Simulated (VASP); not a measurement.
A run of VASP 6.6.1 is set up as follows.

Contents of INCAR:

```
PREC = Accurate
ENCUT = 520
EDIFF = 1E-6
ISMEAR = 0
SIGMA = 0.02
LREAL = False
LASPH = True
NELM = 60
ALGO = Normal
ISIF = 2
LWAVE = False
LCHARG = False
GGA = PE
NBANDS = 12
```

File KPOINTS:

```
regular mesh
0
Gamma
  10 10 10
```

Contents of POSCAR:

```
LiF
1.0
    2.5595330000      0.0000000000      0.0000000000
    0.0000000000      2.5595330000      0.0000000000
    0.0000000000      0.0000000000      2.5595330000
Li F
1 1
Direct
    0.0000000000      0.0586044407      0.0000000000
    0.5000000000      0.5000000000      0.5000000000
```

Potentials or basis: VASP PAW PBE potentials, release 64 (Li_sv, F).

Launch:

```bash
$ cat potpaw_PBE.64/Li_sv/POTCAR potpaw_PBE.64/F/POTCAR > POTCAR
$ mpirun -np 1 vasp_std > vasp.out
```

Task: Predict the largest force.

Result: 0.050 eV/Å.

Task: What does it give for the band gap on the k mesh?

Result: 7.49 eV (least direct gap 8.14 eV).

Forces on the atoms (eV/Å):
```
Li   0.000  0.050  0.000
F    0.000 -0.050  0.000
```

Caveat: the cell differs from its parent crystal (one atom moved). A k mesh can miss the band edges.
